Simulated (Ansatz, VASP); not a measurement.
**Two plane-wave programs on TlWF6**

```
Tl W F
1.0
     0.00000    4.77164    4.77164
     4.77164    0.00000    4.77164
     4.77164    4.77164    0.00000
Tl W F
1 1 6
Direct
  0.50000 0.50000 0.50000
  0.00000 0.00000 0.00000
  0.79946 0.20054 0.20054
  0.20054 0.79946 0.79946
  0.20054 0.79946 0.20054
  0.79946 0.20054 0.79946
  0.20054 0.20054 0.79946
  0.79946 0.79946 0.20054
```

Alike in both runs: task single point; functional PBE; k mesh 4 × 4 × 4; occupations gaussian, width 0.1 eV; collinear spin.

|  | VASP | Ansatz |
| --- | --- | --- |
| version | VASP 6.6.1 | Ansatz 0.2.0 |
| potentials or method | VASP PAW PBE potentials, release 64 (Tl_d, W_sv, F), cutoff 520 eV | scalar-relativistic, plane waves, PAW |
| valence electrons in the cell | 69 | 69 |

Ansatz gave:

| Item | Value |
| --- | --- |
| gap on the k mesh at the Fermi level (eV) | none |
| pressure (GPa) | 0.0 |
| rms of the force components (eV/Å) | 0.001 |
| net moment per atom (μB) | 0.12 |
| size of the moment on the site where the two differ most (μB) | 0.44 |

Which values does VASP return?

gap on the k mesh at the Fermi level (eV): none; pressure (GPa): 0.6; rms of the force components (eV/Å): 0.144; net moment per atom (μB): 0.12; size of the moment on the site where the two differ most (μB): 0.80.

Site moments also hang on the region over which each program counts them. Atom by atom the forces differ by 0.145 eV/Å (rms over components). A gap of «none» marks a metal or a gap that the smearing closes. One of these differences is far larger than is usual between the two programs; its cause wasn't traced.

Neither program's run includes spin-orbit coupling.
